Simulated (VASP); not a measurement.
Input of a VASP 6.6.1 run:

INCAR

```
SYSTEM = Al12Cl
PREC     = Accurate       ! precision mode
ENCUT    = 520            ! plane-wave cutoff, eV
EDIFF    = 1E-6           ! SCF threshold, eV
ISMEAR   = 0              ! smearing method
SIGMA    = 0.1            ! smearing width, eV
LREAL    = .False.        ! projectors in reciprocal space
LASPH    = .True.         ! aspherical terms in the spheres
NELM     = 60             ! most SCF steps
ALGO     = Normal         ! electronic algorithm
ISIF     = 2              ! what is computed and relaxed
LWAVE    = .False.        ! write WAVECAR
LCHARG   = .False.        ! write CHGCAR
LDIPOL   = .True.       
IDIPOL   = 3            
DIPOL    = 0.5 0.5 0.325
GGA      = PE             ! functional
IBRION   = 2              ! ionic algorithm
NSW      = 36             ! ionic steps
EDIFFG   = -0.025         ! ionic threshold
```

KPOINTS

```
regular mesh
0
Gamma
  5 5 1
  0 0 0
```

POSCAR

```
Al12Cl
1.0
    5.7135165837      0.0000000000      0.0000000000
    0.0000000000      5.7135165837      0.0000000000
    0.0000000000      0.0000000000     19.6746954317
Al Cl
12 1
Selective dynamics
Direct
    0.2500000000      0.2500000000      0.2033068321  F F F
    0.2500000000      0.7500000000      0.2033068321  F F F
    0.7500000000      0.2500000000      0.2033068321  F F F
    0.7500000000      0.7500000000      0.2033068321  F F F
    0.0000000000      0.0000000000      0.3092728609  F F F
    0.0000000000      0.5000000000      0.3092728609  F F F
    0.5000000000      0.0000000000      0.3092728609  F F F
    0.5000000000      0.5000000000      0.3092728609  F F F
    0.2500000000      0.2500000000      0.4154928578  F F F
    0.2500000000      0.7500000000      0.4154928578  F F F
    0.7500000000      0.2500000000      0.4154928578  F F F
    0.7500000000      0.7500000000      0.4154928578  F F F
    0.3333333333      0.5000000000      0.5114699055  F F T
```

Potentials or basis: VASP PAW PBE potentials, release 64 (Al, Cl).

The run is started by

```sh
$ cat potpaw_PBE.64/Al/POTCAR potpaw_PBE.64/Cl/POTCAR > POTCAR
$ mpirun -np 1 vasp_std > vasp.out
```

(1) What does it give for the energy gained by relaxing?

Results:

(1) 0.5 meV/atom.

Caveat: an odd number of electrons without spin polarisation forces a metal; a magnetic or distorted state may lie lower.
